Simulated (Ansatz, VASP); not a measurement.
# One calculation of MnO, two programs

```
CELL_PARAMETERS angstrom
0.00000 2.22200 2.22200
2.22200 0.00000 2.22200
2.22200 2.22200 0.00000
ATOMIC_POSITIONS crystal
Mn 0.00000 0.00000 0.00000
O 0.50000 0.50000 0.50000
```

Alike in both runs: task single point; functional PBE; k mesh 18 × 18 × 18; occupations gaussian, width 0.15 eV; collinear spin.

```csv
,VASP,Ansatz
version,VASP 6.6.1,Ansatz 0.2.0
potentials or method,"VASP PAW PBE potentials, release 64 (Mn_pv, O), cutoff 520 eV","scalar-relativistic, plane waves, PAW"
valence electrons in the cell,19,21
```

|  | VASP | Ansatz | Ansatz less VASP |
| --- | --- | --- | --- |
| gap on the k mesh at the Fermi level (eV) | none | none | - |
| pressure (GPa) | 0.0 | -0.2 | -0.22 |
| net moment per atom (μB) | 2.38 | 2.38 | 0.000 |
| size of the moment on the site where the two differ most (μB) | 4.32 | 4.04 | -0.284 |

Site moments also hang on the region over which each program counts them. A gap of «none» marks a metal or a gap that the smearing closes. The functional is the same, so the differences come from potentials, cutoffs and numerics. VASP's potentials hold 19 valence electrons a cell and Ansatz's 21, so a difference there can come from the potentials and not from the codes.
